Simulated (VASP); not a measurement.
# KI (I4/mmm) in VASP: notebook, part 2 of 2

VASP 6.6.1.

### 3 Single point, PBE (uniaxial x strain -4.0%)

Input file INCAR:

```
ALGO = Normal
EDIFF = 1E-7
ENCUT = 520
GGA = PE
ISIF = 2
ISMEAR = -1
LASPH = True
LCHARG = False
LREAL = False
LWAVE = False
NBANDS = 15
NELM = 100
PREC = Accurate
SIGMA = 0.02
```

Input file KPOINTS:

```
k-points
0
Gamma
  6 6 6
```

Input file POSCAR:

```
KI
1.0
    0.0000000000      3.5442852436      3.5442852436
    3.4025138338      0.0000000000      3.5442852436
    3.4025138338      3.5442852436      0.0000000000
K I
1 1
Direct
    0.0000000000      0.0000000000      0.0000000000
    0.5000000000      0.5000000000      0.5000000000
```

Potentials or basis: VASP PAW PBE potentials, release 64 (K_sv, I).

Command:

```sh
$ cat potpaw_PBE.64/K_sv/POTCAR potpaw_PBE.64/I/POTCAR > POTCAR
$ mpirun -np 1 vasp_std > vasp.out
```

OUTCAR:

```text
EDIFF = 1E-7
   ENCUT = 520
   GGA = PE
   ISIF = 2
   ISMEAR = -1
   LASPH = True
   LREAL = False
   NELM = 100
   PREC = Accurate

 ion  position               nearest neighbor table
   1  0.000  0.000  0.000-   2 3.40   2 3.40   2 3.54   2 3.54   2 3.54   2 3.54
   2  0.500  0.500  0.500-   1 3.40   1 3.40   1 3.54   1 3.54   1 3.54   1 3.54

  LATTYP: Found a body centered tetragonal cell.
 ALAT       =     5.0123762604
 C/A-ratio  =     1.3576450199

  Lattice vectors:

 A1 = (  -3.4025138338,   0.0000000000,  -3.5442852436)
 A2 = (  -3.4025138338,   0.0000000000,   3.5442852436)
 A3 = (   3.4025138338,   3.5442852436,   0.0000000000)

Analysis of symmetry for initial positions (statically):
=====================================================================
 Subroutine PRICEL returns:
 Original cell was already a primitive cell.

 Routine SETGRP: Setting up the symmetry group for a
 body centered tetragonal supercell.

 Subroutine GETGRP returns: Found 16 space group operations
 (whereof 16 operations were pure point group operations)
 out of a pool of 16 trial point group operations.

The static configuration has the point symmetry D_4h.

Analysis of symmetry for dynamics (positions and initial velocities):
=====================================================================
 Subroutine PRICEL returns:
 Original cell was already a primitive cell.

 Routine SETGRP: Setting up the symmetry group for a
 body centered tetragonal supercell.

 Subroutine GETGRP returns: Found 16 space group operations
 (whereof 16 operations were pure point group operations)
 out of a pool of 16 trial point group operations.

The dynamic configuration has the point symmetry D_4h.

 Subroutine INISYM returns: Found 16 space group operations
 (whereof 16 operations are pure point group operations),
 and found     1 'primitive' translations

----------------------------------------------------------------------------------------

                                     Primitive cell

  volume of cell :      85.4845

  direct lattice vectors                    reciprocal lattice vectors
     0.000000000  3.544285244  3.544285244    -0.146950174  0.141072167  0.141072167
     3.402513834  0.000000000  3.544285244     0.146950174 -0.141072167  0.141072167
     3.402513834  3.544285244  0.000000000     0.146950174  0.141072167 -0.141072167

  length of vectors
     5.012376260  4.913151563  4.913151563     0.247784314  0.247784314  0.247784314

  position of ions in fractional coordinates (direct lattice)
     0.000000000  0.000000000  0.000000000
     0.500000000  0.500000000  0.500000000

  ion indices of the primitive-cell ions
   primitive index   ion index
                 1           1
                 2           2

----------------------------------------------------------------------------------------

 KPOINTS: k-points

Automatic generation of k-mesh.
 Grid dimensions read from file:
 generate k-points for:    6    6    6

 Generating k-lattice:

  Cartesian coordinates                     Fractional coordinates (reciprocal lattice)
    -0.024491696  0.023512028  0.023512028     0.166666667  0.000000000  0.000000000
     0.024491696 -0.023512028  0.023512028     0.000000000  0.166666667  0.000000000
     0.024491696  0.023512028 -0.023512028     0.000000000  0.000000000  0.166666667

  Length of vectors
     0.041297386  0.041297386  0.041297386

[... 37 lines left out ...]
   total plane-waves  NPLWV =  64000
   dimension x,y,z NGX =    40 NGY =   40 NGZ =   40
   dimension x,y,z NGXF=    80 NGYF=   80 NGZF=   80
   ions per type =               1   1
   NGX,Y,Z   is equivalent  to a cutoff of  13.27, 13.53, 13.53 a.u.
   NGXF,Y,Z  is equivalent  to a cutoff of  26.53, 27.07, 27.07 a.u.
 SYSTEM =  unknown system
   PREC   = accura    normal or accurate (medium, high low for compatibility)
   ISTART =      0    job   : 0-new  1-cont  2-samecut
   ICHARG =      2    charge: 1-file 2-atom 10-const
   ISPIN  =      1    spin polarized calculation?
   LNONCOLLINEAR =      F non collinear calculations
   LSORBIT =      F    spin-orbit coupling
   LASPH  =      T    aspherical Exc in radial PAW
   ENCUT  =  520.0 eV  38.22 Ry    6.18 a.u.   9.32  9.14  9.14*2*pi/ulx,y,z
   NELM   =    100;   NELMIN=  2; NELMDL= -5     # of ELM steps
   EDIFF  = 0.1E-06   stopping-criterion for ELM
   LREAL  =      F    real-space projection
   EDIFFG = 0.1E-05   stopping-criterion for IOM
   NSW    =      0    number of steps for IOM
   IBRION =     -1    ionic relax: 0-MD 1-quasi-New 2-CG
   NFREE  =      0    steps in history (QN), initial steepest desc. (CG)
   ISIF   =      2    stress and relaxation
   ISYM   =      2    0-nonsym 1-usesym 2-fastsym
   POTIM  = 0.5000    time-step for ionic-motion
   TEBEG  =    0.0;   TEEND  =   0.0 temperature during run
   PSTRESS=    0.0 pullay stress
   NELECT =      16.0000    total number of electrons
   NUPDOWN=      -1.0000    fix difference up-down
   EMIN   =  10.00;   EMAX   =-10.00  energy-range for DOS
   EFERMI =   0.00;   METHOD = LEGACY
   ISMEAR =    -1;   SIGMA  =   0.02  broadening in eV -4-tet -1-fermi 0-gaus
   EFERMI_NEDOS =   21; number of points for ismear=-14 and -15
   IALGO  =     38    algorithm
   IMIX   =      4    mixing-type and parameters
     AMIX     =   0.40;   BMIX     =  1.00
     AMIX_MAG =   1.60;   BMIX_MAG =  1.00
  volume/ion in A,a.u.               =      42.74       288.44
  Fermi-wavevector in a.u.,A,eV,Ry     =   0.936452  1.769639 11.931538  0.876943
  Thomas-Fermi vector in A             =   2.063463
   LORBIT       =      0    0 simple, 1 ext, 2 COOP (PROOUT), +10 PAW based schemes
   GGA     = PE    functional components
   LHFCALC =     F    Hartree Fock is set to
   AEXX    =    0.0000 exact exchange contribution
   IVDW    =     0    specifies the selected vdW correction
   LEPSILON=     F    determine dielectric tensor
   LRPA    =     F    only Hartree local field effects (RPA)
 non-spin polarized calculation
  energy-cutoff  :      520.00
  volume of cell :       85.48
 maximum number of plane-waves:      2322
 NGX is ok and might be reduce to    40
   NGX = 19   NGY = 19   NGZ = 19

 number of electron      16.0000000 magnetization

 Free energy of the ion-electron system (eV)
  ---------------------------------------------------
  ext. energy  EPLUGINS =         0.00000000
  ---------------------------------------------------
  free energy    TOTEN  =        -5.53237940 eV

  energy without entropy =       -5.53237940  energy(sigma->0) =       -5.53237940

 E-fermi :   0.1887     XC(G=0):  -7.2977

 val. band max:       -0.2396703709   @ k =   0.0000   0.0000   0.0000
 cond. band min:       3.7819619030   @ k =   0.0000   0.0000   0.0000
 fundamental gap:      4.0216322739
 Fermi energy:         0.1887369000

 k-point     1 :       0.0000    0.0000    0.0000
  band No.  band energies     occupation
      1     -28.6965      2.00000
      2     -12.1927      2.00000
      3     -12.1878      2.00000
      4     -12.1878      2.00000
      5     -10.8029      2.00000
      6      -0.2553      2.00000
      7      -0.2553      2.00000
      8      -0.2397      2.00000
      9       3.7820      0.00000
     10       6.1516      0.00000
     11       6.1516      0.00000
     12       6.4029      0.00000
     13       6.8844      0.00000
     14       7.0654      0.00000
[... 401 lines left out ...]
      2     -12.3056      2.00000
      3     -12.2145      2.00000
      4     -12.2072      2.00000
      5     -10.5287      2.00000
      6      -1.2871      2.00000
      7      -0.9236      2.00000
      8      -0.7462      2.00000
      9       6.1118      0.00000
     10       6.4251      0.00000
     11       6.8686      0.00000
     12       8.0531      0.00000
     13       8.7998      0.00000
     14       8.9636      0.00000
     15       9.6296      0.00000

 [... further k-points ...]

------------------------ aborting loop because EDIFF is reached ----------------------------------------

  FORCE on cell =-STRESS in cart. coord.  units (eV):
  Direction    XX          YY          ZZ          XY          YZ          ZX
  --------------------------------------------------------------------------------------
  -------------------------------------------------------------------------------------
  Total        1.0987909      0.3571490      0.3571490      0.0000000      0.0000000     -0.0000000
  in kB       20.5938908      6.6938009      6.6938009      0.0000000      0.0000000     -0.0000000
  external PRESSURE =      11.3271642 kB  Pullay stress =       0.0000000 kB

 VOLUME and BASIS-vectors are now :
 -----------------------------------------------------------------------------
  energy-cutoff  :      520.00
  volume of cell :       85.48
      direct lattice vectors                 reciprocal lattice vectors
     0.000000000  3.544285244  3.544285244    -0.146950174  0.141072167  0.141072167
     3.402513834  0.000000000  3.544285244     0.146950174 -0.141072167  0.141072167
     3.402513834  3.544285244  0.000000000     0.146950174  0.141072167 -0.141072167

 POSITION                                       TOTAL-FORCE (eV/Angst)
 -----------------------------------------------------------------------------------
      0.00000      0.00000      0.00000         0.000000      0.000000      0.000000
      3.40251      3.54429      3.54429         0.000000     -0.000000     -0.000000
 -----------------------------------------------------------------------------------
    total drift:                                0.000000     -0.000000     -0.000000

  FREE ENERGIE OF THE ION-ELECTRON SYSTEM (eV)
  ---------------------------------------------------
  free  energy   TOTEN  =        -5.5323793957 eV

  energy  without entropy=       -5.5323793957  energy(sigma->0) =       -5.53237940
```

OSZICAR:

```text
N       E                     dE             d eps       ncg     rms          rms(c)
DAV:   1     0.918906524636E+02    0.91891E+02   -0.64526E+03   900   0.902E+02
DAV:   2     0.767691083274E-02   -0.91883E+02   -0.85287E+02  1132   0.214E+02
DAV:   3    -0.533038352510E+01   -0.53381E+01   -0.53116E+01  1267   0.458E+01
DAV:   4    -0.560744228220E+01   -0.27706E+00   -0.27692E+00  1452   0.882E+00
DAV:   5    -0.560937478175E+01   -0.19325E-02   -0.19324E-02  1288   0.747E-01    0.330E+00
DAV:   6    -0.553029872765E+01    0.79076E-01   -0.90126E-02  1145   0.178E+00    0.234E+00
DAV:   7    -0.552718413175E+01    0.31146E-02   -0.11316E-01  1236   0.173E+00    0.792E-01
DAV:   8    -0.553177238459E+01   -0.45883E-02   -0.12433E-02   991   0.731E-01    0.135E-01
DAV:   9    -0.553220639880E+01   -0.43401E-03   -0.83175E-04  1243   0.173E-01    0.745E-02
DAV:  10    -0.553233706728E+01   -0.13067E-03   -0.12390E-04  1139   0.609E-02    0.202E-02
DAV:  11    -0.553237946466E+01   -0.42397E-04   -0.57002E-05  1082   0.440E-02    0.201E-02
DAV:  12    -0.553237914005E+01    0.32461E-06   -0.30079E-06  1215   0.136E-02    0.995E-03
DAV:  13    -0.553237928063E+01   -0.14058E-06   -0.51245E-07  1103   0.370E-03    0.347E-03
DAV:  14    -0.553237949026E+01   -0.20963E-06   -0.16417E-07  1250   0.200E-03    0.668E-04
DAV:  15    -0.553237939572E+01    0.94538E-07   -0.23571E-08   926   0.104E-03
   1 F= -.55323794E+01 E0= -.55323794E+01  d E =-.428096E-11
```

stdout:

```text
POSCAR found type information on POSCAR K I
 POSCAR found :  2 types and       2 ions
 scaLAPACK will be used
 LDA part: xc-table for (Slater+PW92), standard interpolation
 POSCAR, INCAR and KPOINTS ok, starting setup
 FFT: planning ... GRIDC
 FFT: planning ... GRID_SOFT
 FFT: planning ... GRID
 WAVECAR not read
 entering main loop
```

Wall time 40 s (1 thread of Intel Xeon Platinum 8259CL at 2.50GHz (Skylake/Cascade Lake), shared host); peak memory 0.24 GiB.

Results:

```yaml
Free_energy: -5.5324 eV
Pressure: 1.1 GPa
Band_gap_on_the_k_mesh: 4.02 eV, direct
```

Caveat: the cell differs from its parent crystal (uniaxial x strain -4.0%); spin-orbit coupling is left out, which moves the levels of the heavy elements.

### 4 Single point, r2SCAN (uniaxial x strain -4.0%)

POSCAR is that of step 3.

Input file INCAR.step1:

```
PREC = Accurate ; ENCUT = 520
ISMEAR = 0 ; SIGMA = 0.01
LREAL = False ; LASPH = True
NELM = 60 ; NBANDS = 15
GGA = PE ; ALGO = Normal
EDIFF = 1E-4 ; LWAVE = True
LCHARG = False
```

Input file INCAR.step2:

```
PREC = Accurate ; ENCUT = 520
EDIFF = 1E-7 ; ISMEAR = 0
SIGMA = 0.01 ; LREAL = False
LASPH = True ; NELM = 60
ALGO = Normal ; ISIF = 2
LWAVE = False ; LCHARG = False
METAGGA = R2SCAN ; LMIXTAU = True
NBANDS = 15 ; ISTART = 1
```

Input file KPOINTS:

```
Automatic mesh
0
Gamma
  6 6 6
```

Potentials or basis: VASP PAW PBE potentials, release 64 (K_sv, I).

Command:

```sh
$ cat potpaw_PBE.64/K_sv/POTCAR potpaw_PBE.64/I/POTCAR > POTCAR
$ cp INCAR.step1 INCAR
$ mpirun -np 1 vasp_std > vasp.out
$ cp INCAR.step2 INCAR
$ mpirun -np 1 vasp_std > vasp.out
```

OUTCAR:

```text
PREC = Accurate
   ENCUT = 520
   EDIFF = 1E-7
   ISMEAR = 0
   LREAL = False
   LASPH = True
   NELM = 60
   ISIF = 2
   METAGGA = R2SCAN
   ISTART = 1

 ion  position               nearest neighbor table
   1  0.000  0.000  0.000-   2 3.40   2 3.40   2 3.54   2 3.54   2 3.54   2 3.54
   2  0.500  0.500  0.500-   1 3.40   1 3.40   1 3.54   1 3.54   1 3.54   1 3.54

  LATTYP: Found a body centered tetragonal cell.
 ALAT       =     5.0123762604
 C/A-ratio  =     1.3576450199

  Lattice vectors:
[... 620 lines left out ...]

------------------------ aborting loop because EDIFF is reached ----------------------------------------

  FORCE on cell =-STRESS in cart. coord.  units (eV):
  Direction    XX          YY          ZZ          XY          YZ          ZX
  --------------------------------------------------------------------------------------
  -------------------------------------------------------------------------------------
  Total        0.8880235      0.0887361      0.0887361     -0.0000000      0.0000000     -0.0000000
  in kB       16.6436210      1.6631207      1.6631207     -0.0000000      0.0000000     -0.0000000
  external PRESSURE =       6.6566208 kB  Pullay stress =       0.0000000 kB

 VOLUME and BASIS-vectors are now :
 -----------------------------------------------------------------------------
  energy-cutoff  :      520.00
  volume of cell :       85.48
      direct lattice vectors                 reciprocal lattice vectors
     0.000000000  3.544285244  3.544285244    -0.146950174  0.141072167  0.141072167
     3.402513834  0.000000000  3.544285244     0.146950174 -0.141072167  0.141072167
     3.402513834  3.544285244  0.000000000     0.146950174  0.141072167 -0.141072167

 POSITION                                       TOTAL-FORCE (eV/Angst)
 -----------------------------------------------------------------------------------
      0.00000      0.00000      0.00000        -0.000000     -0.000000      0.000000
      3.40251      3.54429      3.54429         0.000000      0.000000     -0.000000
 -----------------------------------------------------------------------------------
    total drift:                                0.000000     -0.000000     -0.000000

  FREE ENERGIE OF THE ION-ELECTRON SYSTEM (eV)
  ---------------------------------------------------
  free  energy   TOTEN  =       -33.9666828867 eV

  energy  without entropy=      -33.9666828867  energy(sigma->0) =      -33.96668289
```

OSZICAR.step1:

```text
N       E                     dE             d eps       ncg     rms          rms(c)
DAV:   1     0.918927362235E+02    0.91893E+02   -0.64526E+03   900   0.902E+02
DAV:   2     0.767691083320E-02   -0.91885E+02   -0.85296E+02  1132   0.214E+02
DAV:   3    -0.533038352512E+01   -0.53381E+01   -0.53116E+01  1267   0.458E+01
DAV:   4    -0.560744228220E+01   -0.27706E+00   -0.27692E+00  1452   0.882E+00
DAV:   5    -0.560937478176E+01   -0.19325E-02   -0.19324E-02  1288   0.747E-01    0.330E+00
DAV:   6    -0.553029872773E+01    0.79076E-01   -0.90126E-02  1145   0.178E+00    0.234E+00
DAV:   7    -0.552718413182E+01    0.31146E-02   -0.11316E-01  1236   0.173E+00    0.792E-01
DAV:   8    -0.553177238462E+01   -0.45883E-02   -0.12433E-02   991   0.731E-01    0.135E-01
DAV:   9    -0.553220639877E+01   -0.43401E-03   -0.83175E-04  1243   0.173E-01    0.745E-02
DAV:  10    -0.553233658840E+01   -0.13019E-03   -0.11911E-04   987   0.609E-02    0.201E-02
DAV:  11    -0.553237887750E+01   -0.42289E-04   -0.54884E-05   842   0.443E-02
   1 F= -.55323789E+01 E0= -.55323789E+01  d E =-.512069E-18
```

It took 1.7 min on 1 thread of Intel Xeon 6975P-C (Granite Rapids), shared host; peak memory 0.27 GiB.

Results:

- Free energy: -33.9667 eV
- Pressure: 0.7 GPa
- Band gap on the k mesh: 4.67 eV, direct

Levels at points of the mesh, in eV from the valence-band top:
| k point | band 5 | band 6 | band 7 | band 8 | band 9 | band 10 | band 11 | band 12 |
| --- | --- | --- | --- | --- | --- | --- | --- | --- |
| (0.00, 0.00, 0.00) | -10.88 | -0.02 | -0.02 | 0.00 | 4.67 | 6.94 | 6.94 | 7.19 |
| (0.50, 0.00, 0.00) | -10.53 | -1.41 | -0.39 | -0.37 | 6.04 | 8.41 | 8.66 | 9.00 |
| (0.50, 0.50, 0.00) | -10.71 | -1.10 | -0.40 | -0.36 | 5.33 | 6.56 | 8.81 | 9.54 |
| (0.00, 0.50, 0.50) | -10.70 | -1.04 | -0.45 | -0.45 | 5.27 | 6.56 | 8.92 | 9.67 |

Caveat: the cell differs from its parent crystal (uniaxial x strain -4.0%); the PAW data sets were made with another functional, which shifts forces and pressure a little; spin-orbit coupling is left out, which moves the levels of the heavy elements.

### 5 Single point, HSE06 (uniaxial x strain -4.0%)

POSCAR is that of step 4.

Input file INCAR.step1:

```
SYSTEM = KI
PREC = Accurate
ENCUT = 520
EDIFF = 1E-5
ISMEAR = 0
SIGMA = 0.01
LREAL = .False.
LASPH = .True.
NELM = 100
ALGO = Normal
ISIF = 2
LWAVE = .True.
LCHARG = .False.
NBANDS = 15
GGA = PE
```

Input file INCAR.step2:

```
SYSTEM = KI
PREC = Accurate
ENCUT = 520
EDIFF = 1E-6
ISMEAR = 0
SIGMA = 0.01
LREAL = .False.
LASPH = .True.
NELM = 100
ALGO = Normal
ISIF = 2
LWAVE = .False.
LCHARG = .False.
GGA = PE
LHFCALC = .True.
HFSCREEN = 0.2079
PRECFOCK = Normal
NBANDS = 15
ISTART = 1
```

Input file KPOINTS:

```
Automatic mesh
0
Gamma
  4 4 4
  0 0 0
```

Command:

```sh
$ cat potpaw_PBE.64/K_sv/POTCAR potpaw_PBE.64/I/POTCAR > POTCAR
$ cp INCAR.step1 INCAR
$ mpirun -np 1 vasp_std > vasp.out
$ cp INCAR.step2 INCAR
$ mpirun -np 1 vasp_std > vasp.out
```

It took 9.4 min on 1 thread of Intel Xeon 6975P-C (Granite Rapids), shared host; peak memory 0.35 GiB.

The run converged. Its results:

```
Free energy            : -6.3797 eV
Pressure               : 0.9 GPa
Band gap on the k mesh : 5.02 eV, direct
```

Stress tensor (GPa, compression positive):
```
1.85 0.00 0.00
0.00 0.46 0.00
0.00 0.00 0.46
```

Levels at points of the mesh, in eV from the valence-band top:
```csv
k point,band 5,band 6,band 7,band 8,band 9,band 10,band 11,band 12
"(0.00, 0.00, 0.00)",-11.45,-0.01,-0.01,0.00,5.02,7.54,7.54,7.80
"(0.50, 0.00, 0.00)",-11.08,-1.48,-0.39,-0.38,6.52,9.00,9.14,9.49
"(0.50, 0.50, 0.00)",-11.28,-1.15,-0.42,-0.37,5.90,6.91,9.47,10.01
"(0.00, 0.50, 0.50)",-11.26,-1.09,-0.47,-0.47,5.85,6.92,9.58,10.17
```

Caveat: the cell differs from its parent crystal (uniaxial x strain -4.0%); the PAW data sets were made with another functional, which shifts forces and pressure a little; spin-orbit coupling is left out, which moves the levels of the heavy elements.

### 6 Overview

| level | k mesh | smearing | grid for exact exchange (PRECFOCK) | screening parameter | gap on the mesh (eV) | pressure (GPa) |
| --- | --- | --- | --- | --- | --- | --- |
| PBE | 4 × 4 × 4 | gaussian 0.01 eV | - | - | 4.02 | 1.1 |
| PBE | 6 × 6 × 6 | fermi-dirac 0.02 eV | - | - | 4.02 | 1.1 |
| r2SCAN | 6 × 6 × 6 | gaussian 0.01 eV | - | - | 4.67 | 0.7 |
| HSE06 | 4 × 4 × 4 | gaussian 0.01 eV | Normal | 0.2079 1/Å | 5.02 | 0.9 |

Alike in all rows: task single point; potentials or basis VASP PAW PBE potentials, release 64 (K_sv, I); no spin polarisation; cell as given; cutoff (eV) 520.

Caveats: spin-orbit coupling is left out, which moves the levels of the heavy elements; the PAW data sets were made with another functional, which shifts forces and pressure a little (some runs).

Total energies depend on the potentials used, so only differences within one code and one set of settings carry meaning.
